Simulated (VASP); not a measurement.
# WC in VASP: notebook, part 2 of 2

VASP 6.6.1. Earlier steps stand in the parts before.

## 4. Single point, PBEsol

Input file INCAR:

```
SYSTEM = WC
PREC     = Accurate       ! precision mode
ENCUT    = 520            ! plane-wave cutoff, eV
EDIFF    = 1E-6           ! SCF threshold, eV
ISMEAR   = -1             ! smearing method
SIGMA    = 0.1            ! smearing width, eV
LREAL    = Auto         
LASPH    = .True.         ! aspherical terms in the spheres
NELM     = 60             ! most SCF steps
ALGO     = Normal         ! electronic algorithm
ISIF     = 2              ! what is computed and relaxed
LWAVE    = .False.        ! write WAVECAR
LCHARG   = .True.         ! write CHGCAR
GGA      = PS             ! functional
LELF     = .True.         ! ELF
LVHAR    = .True.       
NBANDS   = 86             ! bands
```

Input file KPOINTS:

```
Automatic mesh
0
Gamma
  3 3 1
  0 0 0
```

Input file POSCAR:

```
WC
1.0
    5.8108000000      0.0000000000      0.0000000000
    0.0000000000      5.6803000000      0.0000000000
    0.0000000000      0.0000000000     15.1935840000
W C
8 8
Direct
    0.0000000000      0.0000000000      0.0658172555
    0.1968231569     -0.0223931835      0.2144786905
    0.0000000000      0.5000088024      0.0658172555
    0.2846251807      0.4730912100      0.2324731281
    0.5000000000      0.0000000000      0.0658172555
    0.7160459833     -0.0019013080      0.2366591056
    0.5000000000      0.5000088024      0.0658172555
    0.8385592345      0.5244793409      0.2458340310
    0.2876368142      0.2355509392      0.1207417552
    0.4288566118      0.1633540482      0.2837250250
    0.2203827356      0.7149974473      0.1031224759
    0.0811592208      0.6452828196      0.3306988002
    0.7818716872      0.2259739802      0.0580047473
    0.5694224547      0.3167086245      0.3144353564
    0.7120189991      0.7421615056      0.1269680676
    0.9324017347      0.8178969421      0.3284346866
```

Potentials or basis: VASP PAW PBE potentials, release 64 (W_sv, C).

Command:

```console
$ cat potpaw_PBE.64/W_sv/POTCAR potpaw_PBE.64/C/POTCAR > POTCAR
$ mpirun -np 1 vasp_std > vasp.out
```

OUTCAR:

```text
SYSTEM = WC
   PREC = Accurate
   ENCUT = 520
   EDIFF = 1E-6
   ISMEAR = -1
   LREAL = Auto
   LASPH = .True.
   NELM = 60
   ISIF = 2
   GGA = PS

 ion  position               nearest neighbor table
   1  0.000  0.000  0.066-  13 1.81  11 2.14   9 2.30  15 2.41   2 2.53   3 2.84   3 2.84   5 2.91
                             5 2.91   6 3.08
   2  0.197  0.978  0.214-  10 2.01   9 2.11  11 2.26  16 2.49   1 2.53  12 2.67   6 2.82   5 2.87
                             4 2.87   4 2.92   6 3.04   8 3.34
   3  0.000  0.500  0.066-  11 1.86  13 2.01  15 2.36   9 2.40   1 2.84   1 2.84   8 2.89   7 2.91
                             7 2.91   4 3.03
   4  0.285  0.473  0.232-  10 2.10  12 2.14   9 2.17  14 2.25  11 2.43   8 2.62   7 2.83   2 2.87
                             2 2.92   3 3.03   8 3.24
   5  0.500  0.000  0.066-   9 2.00  13 2.08  15 2.13  11 2.36   7 2.84   7 2.84   2 2.87   6 2.88
                             1 2.91   1 2.91
   6  0.716  0.998  0.237-  10 2.04  16 2.14  15 2.21  14 2.32   8 2.79   2 2.82   5 2.88   2 3.04
                             1 3.08   8 3.08
   7  0.500  0.500  0.066-  15 2.07  11 2.11   9 2.12  13 2.26   4 2.83   5 2.84   5 2.84   3 2.91
                             3 2.91   8 3.37
   8  0.839  0.524  0.246-  12 2.03  16 2.16  14 2.22  15 2.31   4 2.62   6 2.79   3 2.89   6 3.08
                             4 3.24   2 3.34   7 3.37
   9  0.288  0.236  0.121-   5 2.00   2 2.11   7 2.12   4 2.17   1 2.30   3 2.40
  10  0.429  0.163  0.284-  14 1.28   2 2.01   6 2.04   4 2.10
  11  0.220  0.715  0.103-   3 1.86   7 2.11   1 2.14   2 2.26   5 2.36   4 2.43
  12  0.081  0.645  0.331-  16 1.31   8 2.03   4 2.14   2 2.67
  13  0.782  0.226  0.058-   1 1.81   3 2.01   5 2.08   7 2.26
  14  0.569  0.317  0.314-  10 1.28   8 2.22   4 2.25   6 2.32
  15  0.712  0.742  0.127-   7 2.07   5 2.13   6 2.21   8 2.31   3 2.36   1 2.41
  16  0.932  0.818  0.328-  12 1.31   6 2.14   8 2.16   2 2.49

  LATTYP: Found a simple orthorhombic cell.
 ALAT       =     5.6803000000
 B/A-ratio  =     1.0229741387
 C/A-ratio  =     2.6747854867

  Lattice vectors:

 A1 = (   0.0000000000,  -5.6803000000,   0.0000000000)
 A2 = (   5.8108000000,   0.0000000000,   0.0000000000)
 A3 = (   0.0000000000,   0.0000000000,  15.1935840000)

Analysis of symmetry for initial positions (statically):
[... 164 lines left out ...]
 non-spin polarized calculation
  energy-cutoff  :      520.00
  volume of cell :      501.50
 maximum number of plane-waves:     13531
 NGX is ok and might be reduce to    48
   NGX = 21   NGY = 21   NGZ = 57

 number of electron     144.0000001 magnetization

 Free energy of the ion-electron system (eV)
  ---------------------------------------------------
  ext. energy  EPLUGINS =         0.00000000
  ---------------------------------------------------
  free energy    TOTEN  =      -168.81026879 eV

  energy without entropy =     -168.46864940  energy(sigma->0) =     -168.63945909

 E-fermi :   0.4377     XC(G=0):  -5.9998

 val. band max:        0.4369956381   @ k =   0.3333   0.0000   0.0000
 cond. band min:       0.5120741923   @ k =  -0.3333   0.3333   0.0000
 fundamental gap:      0.0750785542
 Fermi energy:         0.4377290084

 k-point     1 :       0.0000    0.0000    0.0000
  band No.  band energies     occupation
      1     -74.0105      2.00000
      2     -73.9615      2.00000
      3     -73.9056      2.00000
      4     -73.8329      2.00000
      5     -73.5551      2.00000
      6     -73.5028      2.00000
[... 424 lines left out ...]
     83       2.5804      0.00000
     84       2.8253      0.00000
 [bands above 84 left out]

------------------------ aborting loop because EDIFF is reached ----------------------------------------

  FORCE on cell =-STRESS in cart. coord.  units (eV):
  Direction    XX          YY          ZZ          XY          YZ          ZX
  --------------------------------------------------------------------------------------
  -------------------------------------------------------------------------------------
  Total        5.9999997      7.4375786    -12.1860139     -0.5825342      8.0027533      6.9406129
  in kB       19.1687758     23.7615473    -38.9318302     -1.8610780     25.5671653     22.1738433
  external PRESSURE =       1.3328310 kB  Pullay stress =       0.0000000 kB

 VOLUME and BASIS-vectors are now :
 -----------------------------------------------------------------------------
  energy-cutoff  :      520.00
  volume of cell :      501.50
      direct lattice vectors                 reciprocal lattice vectors
     5.810800000  0.000000000  0.000000000     0.172093343  0.000000000  0.000000000
     0.000000000  5.680300000  0.000000000     0.000000000  0.176047040  0.000000000
     0.000000000  0.000000000 15.193584000     0.000000000  0.000000000  0.065817255

 POSITION                                       TOTAL-FORCE (eV/Angst)
 -----------------------------------------------------------------------------------
      0.00000      0.00000      1.00000         2.356600     -3.287409      0.833004
      1.14370      5.55310      3.25870        -0.828229     -1.261700      2.101831
      0.00000      2.84020      1.00000        -2.319906     -1.724505      0.879913
      1.65390      2.68730      3.53210         0.322760      1.311561     -0.741942
      2.90540      0.00000      1.00000         0.622831     -2.027317      0.855236
      4.16080      5.66950      3.59570         1.493468     -1.838627     -0.855847
[... 8 lines left out ...]
      4.13740      4.21570      1.92910         1.639435     -0.384661      0.055344
      5.41800      4.64590      4.99010        -2.216361      3.161243     -1.547617
 -----------------------------------------------------------------------------------
    total drift:                                0.005459      0.017168      0.011648

  FREE ENERGIE OF THE ION-ELECTRON SYSTEM (eV)
  ---------------------------------------------------
  free  energy   TOTEN  =      -168.8102687895 eV

  energy  without entropy=     -168.4686493960  energy(sigma->0) =     -168.63945909
```

stdout:

```text
POSCAR found type information on POSCAR W C
 POSCAR found :  2 types and      16 ions
 scaLAPACK will be used
 -----------------------------------------------------------------------------
|                                                                             |
|                                                                             |
|     You enforced a specific xc type in the INCAR file but a different       |
|     I HOPE YOU KNOW WHAT YOU ARE DOING!                                     |
|                                                                             |
 -----------------------------------------------------------------------------

 LDA part: xc-table for (Slater+PW92), standard interpolation
 POSCAR, INCAR and KPOINTS ok, starting setup
 FFT: planning ... GRIDC
 FFT: planning ... GRID_SOFT
 FFT: planning ... GRID
 WAVECAR not read
 entering main loop
```

It took 9.4 min on 1 thread of Intel Xeon Platinum 8488C (Sapphire Rapids), shared host; peak memory 0.57 GiB.

Results:

```yaml
Free_energy: -168.8103 eV
Largest_force: 7.419 eV/Å
Band_gap_on_the_k_mesh: zero (bands 72 and 73 overlap by 0.37 eV)
```

Forces in eV/Å, atoms in the order of the input:
```
W    2.357 -3.287  0.833
W   -0.828 -1.262  2.102
W   -2.320 -1.725  0.880
W    0.323  1.312 -0.742
W    0.623 -2.027  0.855
W    1.493 -1.839 -0.856
W    0.992 -0.847  1.127
W   -2.821 -0.291 -1.784
C   -1.901  0.854 -1.082
C   -3.038 -2.648  0.805
C    4.882  3.194  2.256
C    3.162 -1.118 -0.547
C   -6.211  3.715 -1.631
C    3.864  3.192 -0.724
C    1.639 -0.385  0.055
C   -2.216  3.161 -1.548
```

Levels at points of the mesh, in eV from the Fermi level:
```csv
k point,band 69,band 70,band 71,band 72,band 73,band 74,band 75,band 76
"(0.00, 0.00, 0.00)",-0.42,-0.31,-0.16,0.29,0.55,0.65,1.05,1.36
```

Caveat: the k points lie up to 0.37 Å⁻¹ apart; the atoms stand as in a frame of molecular dynamics; the PAW data sets were made with another functional, which shifts forces and pressure a little; spin-orbit coupling is left out, which moves the levels of the heavy elements.

## 5. Overview

| cell | gap on the mesh (eV) | largest force (eV/Å) |
| --- | --- | --- |
| as given, atomic positions A | none | 5.95 |
| as given, atomic positions B | none | 11.05 |
| as given, atomic positions C | none | 7.42 |

Alike in all rows: task single point; level PBEsol; potentials or basis VASP PAW PBE potentials, release 64 (W_sv, C); no spin polarisation; k mesh 3 × 3 × 1; cutoff (eV) 520; smearing fermi-dirac 0.1 eV.

Caveats: all runs use coarse meshes; the atoms stand as in a frame of molecular dynamics; the PAW data sets were made with another functional, which shifts forces and pressure a little; spin-orbit coupling is left out, which moves the levels of the heavy elements.

Total energies depend on the potentials used, so only differences within one code and one set of settings carry meaning.
